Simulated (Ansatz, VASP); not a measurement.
## One calculation of Ga, two programs

```
CELL_PARAMETERS angstrom
1.40313 -4.03341 0.01322
1.36287 4.01959 -0.02705
-0.13410 -0.01606 3.33052
ATOMIC_POSITIONS crystal
Ga 0.86900 0.13100 0.25000
Ga 0.13100 0.86900 0.75000
```

Change from the starting cell: equal xy, yz and zx shear strains of -1 %.

Alike in both runs: task single point; functional PBE; k mesh 14 × 14 × 11; occupations fermi-dirac, width 0.03 eV; no spin polarisation.

|  | VASP | Ansatz |
| --- | --- | --- |
| version | VASP 6.6.1 | Ansatz 0.2.0 |
| potentials or method | VASP PAW PBE potentials, release 64 (Ga_d), cutoff 520 eV | all-electron LAPW, scalar-relativistic |

```csv
,VASP,Ansatz,Ansatz less VASP
pressure (GPa),1.9,1.8,-0.15
"traceless stress, the component that is largest in VASP (GPa)",0.54,0.54,-0.003
rms of the force components (eV/Å),0.106,0.106,-0.0009
```

Atom by atom the forces differ by 0.001 eV/Å (rms over components). Ansatz ran all-electron here, and VASP with PAW potentials.
